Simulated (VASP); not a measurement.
Mo:

```
Mo
1.0
    -1.57350    1.57350    1.57350
     1.57350   -1.57350    1.57350
     1.57350    1.57350   -1.57350
Mo
1
Direct
  0.00000 0.00000 0.00000
```

| Quantity | Value |
| --- | --- |
| Program | VASP 6.6.1 |
| Task | relaxation of cell and atoms |
| Functional | PBE |
| Potentials or basis | VASP PAW PBE potentials, release 64 (Mo_sv) |
| Cutoff | 600 eV |
| k mesh | 16 × 16 × 16 |
| Occupations | methfessel-paxton, width 0.2 eV |
| Spin | no spin polarisation |

At the start: pressure 3.8 GPa; volume 15.58 Å³/atom.

Q: Where does the relaxation end?

A: Over 16 steps the energy falls by 2.5 meV/atom and the volume is 15.80 Å³/atom (+1.4 %); space group Im-3m (No. 229, to 0.05 Å).

Step by step:
```
step  energy change (eV)  largest force (eV/Å)  pressure (GPa)  volume (Å³)
   1              0.0000                0.0000            3.76        15.58
   2              0.0159                0.0000           -9.19        16.42
   3             -0.0025                0.0000           -0.03        15.81
   4             -0.0025                0.0000            0.02        15.80
   5             -0.0025                0.0000            0.03        15.80
   6             -0.0025                0.0000            0.03        15.80
   7             -0.0025                0.0000            0.02        15.80
   8             -0.0025                0.0000            0.02        15.80
   9             -0.0025                0.0000            0.02        15.80
  10             -0.0025                0.0000            0.03        15.80
  11             -0.0025                0.0000            0.03        15.80
  12             -0.0025                0.0000            0.03        15.80
  13             -0.0025                0.0000            0.03        15.80
  14             -0.0025                0.0000            0.03        15.80
  15             -0.0025                0.0000            0.04        15.80
  16             -0.0025                0.0000            0.00        15.80
```

Final structure:
```xyz
1
Lattice="-1.5809 1.5809 1.5809 1.5809 -1.5809 1.5809 1.5809 1.5809 -1.5809" Properties=species:S:1:pos:R:3 pbc="T T T"
Mo    0.0000    0.0000    0.0000
```
